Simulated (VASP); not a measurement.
The system is Al.

```
Al
1.0
     0.00000    2.04198    2.04198
     2.04198    0.00000    2.04198
     2.04198    2.04198    0.00000
Al
1
Direct
  0.00000 0.00000 0.00000
```

```yaml
Program: VASP 6.6.1
Task: relaxation of cell and atoms
Functional: PBE
Potentials_or_basis: VASP PAW PBE potentials, release 64 (Al)
Cutoff: 500 eV
k_mesh: 14 × 14 × 14
Occupations: fermi-dirac, width 0.0224 eV
Spin: no spin polarisation
```

At the start: pressure -2.6 GPa; volume 17.03 Å³/atom.

Question: How do energy, volume and symmetry change on relaxing?

Answer: Over 3 steps the energy falls by 5.0 meV/atom and the volume is 16.43 Å³/atom (-3.5 %); space group Fm-3m (No. 225, to 0.05 Å).

Step by step:
```csv
step,energy change (eV),largest force (eV/Å),pressure (GPa),volume (Å³)
1,0.0000,0.0000,-2.60,17.03
2,-0.0049,0.0000,0.39,16.36
3,-0.0050,0.0000,0.01,16.43
```

Final structure:
```
CELL_PARAMETERS angstrom
0.00000 2.01795 2.01795
2.01795 0.00000 2.01795
2.01795 2.01795 0.00000
ATOMIC_POSITIONS crystal
Al 0.00000 0.00000 0.00000
```
